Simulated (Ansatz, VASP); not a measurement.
# Cu: VASP beside Ansatz

```xyz
1
Lattice="-1.4861 1.4861 1.3967 1.4861 -1.4861 1.3967 1.4861 1.4861 -1.3967" Properties=species:S:1:pos:R:3 pbc="T T T"
Cu    0.0000    0.0000    0.0000
```

Change from the starting cell: strain +0.030 along x and y, +0.015 along z, atoms carried along.

Alike in both runs: task single point; functional PBEsol; k mesh 24 × 24 × 24; occupations gaussian, width 0.15 eV; no spin polarisation.

```csv
,VASP,Ansatz
version,VASP 6.6.1,Ansatz 0.2.0
potentials or method,"VASP PAW PBE potentials, release 64 (Cu), cutoff 520 eV","scalar-relativistic, plane waves, PAW"
valence electrons in the cell,11,19
```

|  | VASP | Ansatz | Ansatz less VASP |
| --- | --- | --- | --- |
| gap on the k mesh at the Fermi level (eV) | none | none | - |
| pressure (GPa) | -10.4 | -11.1 | -0.70 |
| traceless stress, the component that is largest in VASP (GPa) | -0.18 | -0.21 | -0.027 |

VASP's potentials were made for PBE, not for PBEsol. A gap of «none» marks a metal or a gap that the smearing closes. With one functional, cell and mesh, what is left measures potentials, basis and numerics. VASP's potentials hold 11 valence electrons a cell and Ansatz's 19, so a difference there can come from the potentials and not from the codes.
